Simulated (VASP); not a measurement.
Input of a VASP 6.6.1 run:

INCAR

```
PREC = Accurate
ENCUT = 520
EDIFF = 1E-7
ISMEAR = 1
SIGMA = 0.1
LREAL = F
LASPH = T
NELM = 60
ALGO = Normal
ISIF = 2
LWAVE = F
LCHARG = F
GGA = PS
NBANDS = 11
```

The input KPOINTS:

```
regular mesh
0
Gamma
  6 6 6
```

File POSCAR:

```
Ba
1.0
    4.0070772364      0.0000000000      0.0000000000
    0.0000000000      4.0070772364      0.0000000000
    0.0000000000      0.0000000000      4.0070772364
Ba
1
Direct
    0.0000000000      0.0000000000      0.0000000000
```

Potentials or basis: VASP PAW PBE potentials, release 64 (Ba_sv).

The run is started by

```sh
$ cat potpaw_PBE.64/Ba_sv/POTCAR > POTCAR
$ mpirun -np 1 vasp_std > vasp.out
```

(1) Estimate the pressure.

(2) Predict the band gap on the k mesh.

Results:

(1) -1.0 GPa.

(2) zero (bands 5 and 6 overlap by 0.09 eV).

Caveat: the PAW data sets were made with another functional, which shifts forces and pressure a little; spin-orbit coupling is left out, which moves the levels of the heavy elements.
